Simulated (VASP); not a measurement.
**SiO2: single point with PBE**

The system is SiO2.

```
CELL_PARAMETERS angstrom
4.06667 0.00000 0.00000
0.00000 4.06667 0.00000
0.00000 0.00000 2.47524
ATOMIC_POSITIONS crystal
Si 0.50000 0.50000 0.50000
Si 0.00000 0.00000 0.00000
O 0.69302 0.69302 0.00000
O 0.19302 0.80698 0.50000
O 0.30698 0.30698 0.00000
O 0.80698 0.19302 0.50000
```

This cell differs from its parent crystal: strain -0.040 along x and y, -0.080 along z.

```
Program             : VASP 6.6.1
Task                : single point
Functional          : PBE
Potentials or basis : VASP PAW PBE potentials, release 64 (Si, O)
Cutoff              : 520 eV
k mesh              : 6 × 6 × 8
Occupations         : gaussian, width 0.05 eV
Spin                : no spin polarisation
```

```
Pressure               : 73.5 GPa
Largest force          : 1.448 eV/Å
Band gap on the k mesh : 7.99 eV, direct
```

Forces on the atoms (eV/Å):
```
Si   0.000  0.000  0.000
Si   0.000  0.000  0.000
O    1.024  1.024  0.000
O    1.024 -1.024  0.000
O   -1.024 -1.024  0.000
O   -1.024  1.024  0.000
```

Stress tensor (GPa, compression positive):
```
 58.08   0.00   0.00
  0.00  58.08   0.00
  0.00   0.00 104.37
```

Levels at points of the mesh, in eV from the valence-band top:
```tsv
k point	band 14	band 15	band 16	band 17	band 18	band 19
(0.00, 0.00, 0.00)	-0.97	-0.97	0.00	7.99	8.30	10.47
(0.50, 0.00, 0.00)	-2.70	-1.26	-1.26	9.99	9.99	10.83
(0.50, 0.50, 0.00)	-2.88	-2.75	-2.75	9.46	9.46	11.82
(0.00, 0.00, 0.50)	-3.50	-3.17	-3.17	10.83	10.83	13.83
(0.50, 0.00, 0.50)	-2.67	-2.06	-2.06	10.02	10.02	10.94
(0.50, 0.50, 0.50)	-2.14	-1.82	-1.82	8.79	8.79	11.83
```

Wall time 21 s on 1 thread of Intel(R) Xeon(R) 6975P-C (Granite Rapids), with other jobs on the host, peak memory 0.16 GiB.

Caveat: the cell differs from its parent crystal (strain -0.040 along x and y, -0.080 along z); forces of over 1 eV/Å act on the atoms, so gaps and moduli don't describe the material at rest. A k mesh can miss the band edges.
